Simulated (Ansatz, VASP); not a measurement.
Cl: VASP beside Ansatz

```
Cl
1.0
     0.00000    2.38333    2.38333
     2.38333    0.00000    2.38333
     2.38333    2.38333    0.00000
Cl
2
Cartesian
  -0.5958 -0.5958 -0.5958
  0.5958 0.5958 0.5958
```

Change from the starting cell: volume scaled by 0.43, crystal datasets.

Alike in both runs: task single point; functional PBEsol; k mesh 12 × 12 × 12; occupations fermi-dirac, width 0.1 eV; no spin polarisation.

|  | VASP | Ansatz |
| --- | --- | --- |
| version | VASP 6.6.1 | Ansatz 0.2.0 |
| potentials or method | VASP PAW PBE potentials, release 64 (Cl), cutoff 520 eV | all-electron PAW with datasets made for the crystal, scalar-relativistic |

```tsv
	VASP	Ansatz	Ansatz less VASP
pressure (GPa)	95.0	94.4	-0.66
```

VASP's potentials were made for PBE, not for PBEsol. Both programs put the cell under a high pressure, so it lies far from rest at this level. Ansatz ran all-electron here, and VASP with PAW potentials.

Noted on VASP's run: the cell as given lies far from equilibrium.
